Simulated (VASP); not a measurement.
A run of VASP 6.6.1:

File INCAR:

```
ALGO = Normal
EDIFF = 1E-7
ENCUT = 520
GGA = PE
ISIF = 2
ISMEAR = 0
LASPH = T
LCHARG = F
LREAL = F
LWAVE = F
NBANDS = 18
NELM = 100
PREC = Accurate
SIGMA = 0.05
```

Contents of KPOINTS:

```
k-points
0
Gamma
  8 8 8
```

The input POSCAR:

```
HfO2
1.0
    0.0000000000      2.4935625000      2.6853750000
    2.4935625000      0.0000000000      2.6853750000
    2.4935625000      2.4935625000      0.0000000000
Hf O
1 2
Direct
    0.0000000000      0.0000000000      0.0000000000
    0.2500000000      0.2500000000      0.2500000000
    0.7500000000      0.7500000000      0.7500000000
```

Potentials or basis: VASP PAW PBE potentials, release 64 (Hf_pv, O).

Run with:

```console
$ cat potpaw_PBE.64/Hf_pv/POTCAR potpaw_PBE.64/O/POTCAR > POTCAR
$ mpirun -np 1 vasp_std > vasp.out
```

Hardware: 1 thread of AMD EPYC 7R43 64-Core Processor (Zen 3), with other jobs on the host.

Task: How long does it take, and how much memory?

Result: Run time: 54 s on 1 thread of AMD EPYC 7R43 64-Core Processor (Zen 3) (shared host), peak memory 0.14 GiB. Counts: scf iterations 15, k points 59.
